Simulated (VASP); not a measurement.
## Cs: single point with PBE

Crystal: Cs.

```
CELL_PARAMETERS angstrom
-3.02250 3.07539 3.02250
3.02250 -3.07539 3.02250
3.02250 3.07539 -3.02250
ATOMIC_POSITIONS crystal
Cs 0.00000 0.00000 0.00000
```

This cell differs from its parent crystal: strain +0.0175 x Voigt [0, 1, 0, 0, 0, 0].

```json
{"Program": "VASP 6.6.1", "Task": "single point", "Functional": "PBE", "Potentials or basis": "VASP PAW PBE potentials, release 64 (Cs_sv)", "Cutoff": "520 eV", "k mesh": "12 × 12 × 12", "Occupations": "gaussian, width 0.15 eV", "Spin": "no spin polarisation"}
```

```json
{"Pressure": "0.1 GPa"}
```

Levels at points of the mesh, in eV from the Fermi level:
```tsv
k point	band 1	band 2	band 3	band 4	band 5	band 6	band 7	band 8	band 9
(0.00, 0.00, 0.00)	-23.84	-10.58	-10.58	-10.58	-1.70	2.48	2.48	2.56	3.33
(0.50, 0.00, 0.00)	-23.84	-10.73	-10.63	-10.58	0.02	0.89	1.67	3.20	3.83
(0.00, 0.50, 0.00)	-23.84	-10.73	-10.63	-10.59	0.04	0.92	1.59	3.28	3.88
(0.50, 0.50, 0.50)	-23.83	-10.69	-10.69	-10.69	0.61	0.64	2.98	3.12	3.12
```

It took 110 s on 1 thread of Intel(R) Xeon(R) Platinum 8259CL CPU @ 2.50GHz (Skylake/Cascade Lake), with other jobs on the host, peak memory 0.35 GiB.

Caveat: the cell differs from its parent crystal (strain +0.0175 x Voigt [0, 1, 0, 0, 0, 0]); spin-orbit coupling is left out, which moves the levels of the heavy elements.
